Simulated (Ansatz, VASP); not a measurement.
One calculation of Y, two programs

```
CELL_PARAMETERS angstrom
0.00000 3.00119 3.00119
3.00119 0.00000 3.00119
3.00119 3.00119 0.00000
ATOMIC_POSITIONS crystal
Y 0.87500 0.87500 0.87500
Y 0.12500 0.12500 0.12500
```

Change from the starting cell: volume scaled by 0.68, LAPW.

Alike in both runs: task single point; functional PBEsol; k mesh 10 × 10 × 10; occupations fermi-dirac, width 0.08 eV; no spin polarisation.

```csv
,VASP,Ansatz
version,VASP 6.6.1,Ansatz 0.2.0
potentials or method,"VASP PAW PBE potentials, release 64 (Y_sv), cutoff 520 eV","all-electron LAPW, scalar-relativistic"
```

Ansatz gave:

```
pressure (GPa) : 6.7
```

What did VASP give for the same quantities?

Pressure (GPa): 6.8.

VASP's potentials were made for PBE, not for PBEsol. Ansatz ran all-electron here, and VASP with PAW potentials.
